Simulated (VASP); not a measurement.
# BN (F-43m) in VASP: notebook

The runs below take BN through single point, with r2SCAN.

Program: VASP 6.6.1. These are calculated values, not measurements. Logs are shortened: lines on timing, memory, paths and dates and some standing lists are left out, and cuts for length are marked.

## 1. The cell of the first run

The structure is cubic, space group F-43m (No. 216). Conventional cell: a = 3.610 Å, b = 3.610 Å, c = 3.610 Å, α = 90.00°, β = 90.00°, γ = 90.00°. B (site symmetry -43m) has 4 N at 1.56 Å within 2.1 Å. N (site symmetry -43m) has 4 B at 1.56 Å within 2.1 Å.

## 2. Single point, r2SCAN

The input, POSCAR:

```
BN
1.0
    0.0000000000      1.8048254497      1.8048254497
    1.8048254497      0.0000000000      1.8048254497
    1.8048254497      1.8048254497      0.0000000000
B N
1 1
Direct
    0.0000000000      0.0000000000      0.0000000000
    0.2500000000      0.2500000000      0.2500000000
```

The input, INCAR.step1:

```
SYSTEM = BN
  PREC = Accurate
  ENCUT = 520
  ISMEAR = 0
  SIGMA = 0.01
  LREAL = .FALSE.
  LASPH = .TRUE.
  NELM = 60
  NBANDS = 11
  GGA = PE
  ALGO = Normal
  EDIFF = 1E-4
  LWAVE = .TRUE.
  LCHARG = .FALSE.
```

The input, INCAR.step2:

```
SYSTEM = BN
  PREC = Accurate
  ENCUT = 520
  EDIFF = 1E-6
  ISMEAR = 0
  SIGMA = 0.01
  LREAL = .FALSE.
  LASPH = .TRUE.
  NELM = 60
  ALGO = Normal
  ISIF = 2
  LWAVE = .FALSE.
  LCHARG = .FALSE.
  METAGGA = R2SCAN
  LMIXTAU = .TRUE.
  NBANDS = 11
  ISTART = 1
```

The input, KPOINTS:

```
Automatic mesh
0
G
  8 8 8
  0 0 0
```

Potentials or basis: VASP PAW PBE potentials, release 64 (B, N).

The run is started by

```sh
> cat potpaw_PBE.64/B/POTCAR potpaw_PBE.64/N/POTCAR > POTCAR
> cp INCAR.step1 INCAR
> mpirun -np 1 vasp_std > vasp.out
> cp INCAR.step2 INCAR
> mpirun -np 1 vasp_std > vasp.out
```

OUTCAR:

```text
SYSTEM = BN
   PREC = Accurate
   ENCUT = 520
   EDIFF = 1E-6
   ISMEAR = 0
   LREAL = .FALSE.
   LASPH = .TRUE.
   NELM = 60
   ISIF = 2
   METAGGA = R2SCAN
   ISTART = 1

 ion  position               nearest neighbor table
   1  0.000  0.000  0.000-   2 1.56   2 1.56   2 1.56   2 1.56
   2  0.250  0.250  0.250-   1 1.56   1 1.56   1 1.56   1 1.56

  LATTYP: Found a face centered cubic cell.
 ALAT       =     3.6096508994

  Lattice vectors:

 A1 = (   0.0000000000,   1.8048254497,   1.8048254497)
 A2 = (   1.8048254497,   0.0000000000,   1.8048254497)
 A3 = (   1.8048254497,   1.8048254497,   0.0000000000)

Analysis of symmetry for initial positions (statically):
=====================================================================
 Subroutine PRICEL returns:
 Original cell was already a primitive cell.

 Routine SETGRP: Setting up the symmetry group for a
 face centered cubic supercell.

 Subroutine GETGRP returns: Found 24 space group operations
 (whereof 24 operations were pure point group operations)
 out of a pool of 48 trial point group operations.

The static configuration has the point symmetry T_d .

Analysis of symmetry for dynamics (positions and initial velocities):
=====================================================================
 Subroutine PRICEL returns:
 Original cell was already a primitive cell.

 Routine SETGRP: Setting up the symmetry group for a
 face centered cubic supercell.

 Subroutine GETGRP returns: Found 24 space group operations
 (whereof 24 operations were pure point group operations)
 out of a pool of 48 trial point group operations.

The dynamic configuration has the point symmetry T_d .

 Subroutine INISYM returns: Found 24 space group operations
 (whereof 24 operations are pure point group operations),
 and found     1 'primitive' translations

----------------------------------------------------------------------------------------

                                     Primitive cell

  volume of cell :      11.7581

  direct lattice vectors                    reciprocal lattice vectors
     0.000000000  1.804825450  1.804825450    -0.277035101  0.277035101  0.277035101
     1.804825450  0.000000000  1.804825450     0.277035101 -0.277035101  0.277035101
     1.804825450  1.804825450  0.000000000     0.277035101  0.277035101 -0.277035101

  length of vectors
     2.552408629  2.552408629  2.552408629     0.479838870  0.479838870  0.479838870

  position of ions in fractional coordinates (direct lattice)
     0.000000000  0.000000000  0.000000000
     0.250000000  0.250000000  0.250000000

  ion indices of the primitive-cell ions
   primitive index   ion index
                 1           1
                 2           2

----------------------------------------------------------------------------------------

 KPOINTS: Automatic mesh

Automatic generation of k-mesh.
 Grid dimensions read from file:
 generate k-points for:    8    8    8

 Generating k-lattice:

  Cartesian coordinates                     Fractional coordinates (reciprocal lattice)
    -0.034629388  0.034629388  0.034629388     0.125000000  0.000000000  0.000000000
     0.034629388 -0.034629388  0.034629388     0.000000000  0.125000000  0.000000000
     0.034629388  0.034629388 -0.034629388     0.000000000  0.000000000  0.125000000

  Length of vectors
     0.059979859  0.059979859  0.059979859

  Shift w.r.t. Gamma in fractional coordinates (k-lattice)
     0.000000000  0.000000000  0.000000000

 Subroutine IBZKPT returns following result:
 ===========================================

 Found     29 irreducible k-points:

 Following reciprocal coordinates:
            Coordinates               Weight
  0.000000  0.000000  0.000000      1.000000
  0.125000  0.000000  0.000000      8.000000
  0.250000  0.000000  0.000000      8.000000
  0.375000  0.000000  0.000000      8.000000
  0.500000  0.000000  0.000000      4.000000
  0.125000  0.125000  0.000000      6.000000
[... 16 lines left out ...]
  0.500000  0.250000  0.125000     48.000000
 -0.375000  0.250000  0.125000     24.000000
 [... further k-points ...]
   k-points           NKPTS =     29   k-points in BZ     NKDIM =     29   number of bands    NBANDS=     11
   number of dos      NEDOS =    301   number of ions     NIONS =      2
   total plane-waves  NPLWV =   8000
   dimension x,y,z NGX =    20 NGY =   20 NGZ =   20
   dimension x,y,z NGXF=    40 NGYF=   40 NGZF=   40
   ions per type =               1   1
   NGX,Y,Z   is equivalent  to a cutoff of  13.03, 13.03, 13.03 a.u.
   NGXF,Y,Z  is equivalent  to a cutoff of  26.05, 26.05, 26.05 a.u.
 SYSTEM =  BN
   PREC   = accura    normal or accurate (medium, high low for compatibility)
   ISTART =      1    job   : 0-new  1-cont  2-samecut
   ICHARG =      0    charge: 1-file 2-atom 10-const
   ISPIN  =      1    spin polarized calculation?
   LNONCOLLINEAR =      F non collinear calculations
   LSORBIT =      F    spin-orbit coupling
   LASPH  =      T    aspherical Exc in radial PAW
   ENCUT  =  520.0 eV  38.22 Ry    6.18 a.u.   4.75  4.75  4.75*2*pi/ulx,y,z
   NELM   =     60;   NELMIN=  2; NELMDL=  0     # of ELM steps
   EDIFF  = 0.1E-05   stopping-criterion for ELM
   LREAL  =      F    real-space projection
[... 7 lines left out ...]
   TEBEG  =    0.0;   TEEND  =   0.0 temperature during run
   PSTRESS=    0.0 pullay stress
   NELECT =       8.0000    total number of electrons
   NUPDOWN=      -1.0000    fix difference up-down
   EMIN   =  10.00;   EMAX   =-10.00  energy-range for DOS
   EFERMI =   0.00;   METHOD = LEGACY
   ISMEAR =     0;   SIGMA  =   0.01  broadening in eV -4-tet -1-fermi 0-gaus
   EFERMI_NEDOS =   21; number of points for ismear=-14 and -15
   IALGO  =     38    algorithm
   IMIX   =      4    mixing-type and parameters
     AMIX     =   0.40;   BMIX     =  1.00
     AMIX_MAG =   1.60;   BMIX_MAG =  1.00
  volume/ion in A,a.u.               =       5.88        39.67
  Fermi-wavevector in a.u.,A,eV,Ry     =   1.439880  2.720979 28.208337  2.073254
  Thomas-Fermi vector in A             =   2.558686
   LORBIT       =      0    0 simple, 1 ext, 2 COOP (PROOUT), +10 PAW based schemes
   METAGGA = R2SCAN    functional components
   LHFCALC =     F    Hartree Fock is set to
   AEXX    =    0.0000 exact exchange contribution
   IVDW    =     0    specifies the selected vdW correction
   LEPSILON=     F    determine dielectric tensor
   LRPA    =     F    only Hartree local field effects (RPA)
 non-spin polarized calculation
 Gauss-broadening in eV      SIGMA  =   0.01
  energy-cutoff  :      520.00
  volume of cell :       11.76
 maximum number of plane-waves:       332
   NGX =  9   NGY =  9   NGZ =  9

 number of electron       7.9999999 magnetization

 Free energy of the ion-electron system (eV)
  ---------------------------------------------------
  ext. energy  EPLUGINS =         0.00000000
  ---------------------------------------------------
  free energy    TOTEN  =       -19.17124361 eV

  energy without entropy =      -19.17124361  energy(sigma->0) =      -19.17124361

 E-fermi :   7.3470     XC(G=0): -13.6698

 val. band max:        7.2974216218   @ k =   0.0000   0.0000   0.0000
 cond. band min:      12.2788888370   @ k =   0.5000   0.5000   0.0000
 fundamental gap:      4.9814672152
 Fermi energy:         7.3469513186

 k-point     1 :       0.0000    0.0000    0.0000
  band No.  band energies     occupation
      1     -14.0455      2.00000
      2       7.2974      2.00000
      3       7.2974      2.00000
      4       7.2974      2.00000
      5      16.8453      0.00000
      6      16.8453      0.00000
      7      16.8453      0.00000
      8      18.4361      0.00000
      9      33.5174      0.00000
     10      36.0955      0.00000
     11      36.0955      0.00000

 k-point     2 :       0.1250    0.0000    0.0000
  band No.  band energies     occupation
      1     -13.6519      2.00000
      2       5.3326      2.00000
      3       6.9033      2.00000
      4       6.9033      2.00000
      5      17.2390      0.00000
      6      17.4475      0.00000
      7      17.4476      0.00000
      8      19.6845      0.00000
      9      33.0347      0.00000
     10      33.0347      0.00000
     11      33.0491      0.00000

 k-point     3 :       0.2500    0.0000    0.0000
  band No.  band energies     occupation
      1     -12.5124      2.00000
      2       1.5603      2.00000
      3       6.1245      2.00000
      4       6.1245      2.00000
      5      17.6821      0.00000
      6      18.4424      0.00000
      7      18.4424      0.00000
      8      21.8978      0.00000
      9      31.9738      0.00000
     10      31.9738      0.00000
     11      32.1502      0.00000

 k-point     4 :       0.3750    0.0000    0.0000
  band No.  band energies     occupation
      1     -10.8454      2.00000
      2      -2.0294      2.00000
      3       5.5010      2.00000
      4       5.5010      2.00000
      5      18.0192      0.00000
      6      18.8004      0.00000
      7      18.8004      0.00000
      8      23.3130      0.00000
      9      31.9759      0.00000
     10      33.6823      0.00000
     11      33.6823      0.00000
[... 239 lines left out ...]
 k-point    22 :       0.3750    0.2500    0.1250
  band No.  band energies     occupation
      1     -11.5429      2.00000
      2       1.3088      2.00000
      3       3.1891      2.00000
      4       5.1881      2.00000
      5      16.5871      0.00000
      6      20.0446      0.00000
      7      20.7756      0.00000
      8      21.6164      0.00000
      9      27.9660      0.00000
     10      34.4083      0.00000
     11      36.1506      0.00000

 k-point    23 :       0.5000    0.2500    0.1250
  band No.  band energies     occupation
      1      -9.9905      2.00000
      2      -1.2983      2.00000
      3       2.3254      2.00000
      4       4.2274      2.00000
      5      17.4311      0.00000
      6      19.5057      0.00000
      7      21.9914      0.00000
      8      23.0184      0.00000
      9      28.6994      0.00000
     10      33.9307      0.00000
     11      36.3742      0.00000

 k-point    24 :      -0.3750    0.2500    0.1250
  band No.  band energies     occupation
      1      -9.0027      2.00000
      2      -2.7953      2.00000
      3       2.2410      2.00000
      4       3.7082      2.00000
      5      17.6339      0.00000
      6      19.2840      0.00000
      7      22.7032      0.00000
      8      24.2536      0.00000
      9      27.9898      0.00000
     10      34.6656      0.00000
     11      36.3295      0.00000

 [... further k-points ...]

------------------------ aborting loop because EDIFF is reached ----------------------------------------

  FORCE on cell =-STRESS in cart. coord.  units (eV):
  Direction    XX          YY          ZZ          XY          YZ          ZX
  --------------------------------------------------------------------------------------
  -------------------------------------------------------------------------------------
  Total        0.0838207      0.0838207      0.0838207     -0.0000000     -0.0000000      0.0000000
  in kB       11.4215835     11.4215835     11.4215835     -0.0000000     -0.0000000      0.0000000
  external PRESSURE =      11.4215835 kB  Pullay stress =       0.0000000 kB

 VOLUME and BASIS-vectors are now :
 -----------------------------------------------------------------------------
  energy-cutoff  :      520.00
  volume of cell :       11.76
      direct lattice vectors                 reciprocal lattice vectors
     0.000000000  1.804825450  1.804825450    -0.277035101  0.277035101  0.277035101
     1.804825450  0.000000000  1.804825450     0.277035101 -0.277035101  0.277035101
     1.804825450  1.804825450  0.000000000     0.277035101  0.277035101 -0.277035101

 POSITION                                       TOTAL-FORCE (eV/Angst)
 -----------------------------------------------------------------------------------
      0.00000      0.00000      0.00000         0.000000      0.000000      0.000000
      0.90241      0.90241      0.90241        -0.000000     -0.000000     -0.000000
 -----------------------------------------------------------------------------------
    total drift:                                0.000000      0.000000      0.000000

  FREE ENERGIE OF THE ION-ELECTRON SYSTEM (eV)
  ---------------------------------------------------
  free  energy   TOTEN  =       -19.1712436112 eV

  energy  without entropy=      -19.1712436112  energy(sigma->0) =      -19.17124361
```

It took 27 s on 1 thread of Intel Xeon 8259CL, shared host; peak memory 0.12 GiB.

Results:

```yaml
Free_energy: -19.1712 eV
Pressure: 1.1 GPa
Band_gap_on_the_k_mesh: 4.98 eV (least direct gap 9.55 eV)
```

Levels at points of the mesh, in eV from the valence-band top:
| k point | band 1 | band 2 | band 3 | band 4 | band 5 | band 6 | band 7 | band 8 |
| --- | --- | --- | --- | --- | --- | --- | --- | --- |
| (0.00, 0.00, 0.00) | -21.34 | 0.00 | 0.00 | 0.00 | 9.55 | 9.55 | 9.55 | 11.14 |
| (0.50, 0.00, 0.00) | -17.03 | -11.13 | -2.02 | -2.02 | 10.85 | 11.49 | 11.49 | 16.45 |
| (0.50, 0.50, 0.00) | -15.60 | -9.35 | -5.12 | -5.12 | 4.98 | 9.84 | 19.33 | 19.33 |

Caveat: the PAW data sets were made with another functional, which shifts forces and pressure a little.

## 3. Single point, r2SCAN

POSCAR is that of step 2.

The input, INCAR.step1:

```
SYSTEM = BN
ALGO = Normal
EDIFF = 1E-4
ENCUT = 520
GGA = PE
ISMEAR = 1
LASPH = .True.
LCHARG = .False.
LREAL = .False.
LWAVE = .True.
NBANDS = 11
NELM = 100
PREC = Accurate
SIGMA = 0.001
```

The input, INCAR.step2:

```
SYSTEM = BN
ALGO = Normal
EDIFF = 1E-6
ENCUT = 520
ISIF = 2
ISMEAR = 1
ISTART = 1
LASPH = .True.
LCHARG = .False.
LMIXTAU = .True.
LREAL = .False.
LWAVE = .False.
METAGGA = R2SCAN
NBANDS = 11
NELM = 100
PREC = Accurate
SIGMA = 0.001
```

The input, KPOINTS:

```
k-points
0
Gamma
  8 8 8
  0 0 0
```

Potentials or basis: VASP PAW PBE potentials, release 64 (B, N).

The run is started by

```sh
> cat potpaw_PBE.64/B/POTCAR potpaw_PBE.64/N/POTCAR > POTCAR
> cp INCAR.step1 INCAR
> mpirun -np 1 vasp_std > vasp.out
> cp INCAR.step2 INCAR
> mpirun -np 1 vasp_std > vasp.out
```

It took 29 s on 1 thread of Intel Xeon 8259CL, shared host; peak memory 0.12 GiB.

It converged, with:

```yaml
Free_energy: -19.1712 eV
Pressure: 1.1 GPa
Band_gap_on_the_k_mesh: 4.98 eV (least direct gap 9.55 eV)
```

Levels at points of the mesh, in eV from the valence-band top:
| k point | band 1 | band 2 | band 3 | band 4 | band 5 | band 6 | band 7 | band 8 |
| --- | --- | --- | --- | --- | --- | --- | --- | --- |
| (0.00, 0.00, 0.00) | -21.34 | 0.00 | 0.00 | 0.00 | 9.55 | 9.55 | 9.55 | 11.14 |
| (0.50, 0.00, 0.00) | -17.03 | -11.13 | -2.02 | -2.02 | 10.85 | 11.49 | 11.49 | 16.45 |
| (0.50, 0.50, 0.00) | -15.60 | -9.35 | -5.12 | -5.12 | 4.98 | 9.84 | 19.33 | 19.33 |

Caveat: the PAW data sets were made with another functional, which shifts forces and pressure a little. A k mesh can miss the band edges.
